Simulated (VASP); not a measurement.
A run of VASP 6.6.1:

Contents of INCAR:

```
SYSTEM = Cr
ALGO = Normal ; EDIFF = 1E-6
ENCUT = 520 ; GGA = PS
ISIF = 2 ; ISMEAR = 0
LASPH = .True. ; LCHARG = .True.
LELF = .True. ; LREAL = .False.
LVHAR = .True. ; LWAVE = .False.
NBANDS = 19 ; NELM = 100
PREC = Accurate ; SIGMA = 0.1
```

KPOINTS

```
k-points
0
Gamma
  14 14 14
  0 0 0
```

POSCAR

```
Cr
1.0
    2.7017171775      0.0000000000      0.0000000000
    0.0000000000      2.7017171775      0.0000000000
    0.0000000000      0.0000000000      2.8818316560
Cr
2
Direct
    0.0000000000      0.0000000000      0.0000000000
    0.5000000000      0.5000000000      0.5000000000
```

Potentials or basis: VASP PAW PBE potentials, release 64 (Cr_pv).

Run with:

```sh
$ cat potpaw_PBE.64/Cr_pv/POTCAR > POTCAR
$ mpirun -np 1 vasp_std > vasp.out
```

Hardware: 1 thread of Intel(R) Xeon(R) 6975P-C (Granite Rapids) (shared host).

**Question.** Estimate the wall time of this run.

**Answer.** Run time: 31 s on 1 thread of Intel(R) Xeon(R) 6975P-C (Granite Rapids) (shared host), peak memory 0.2 GiB. Counts: scf iterations 12, k points 288.
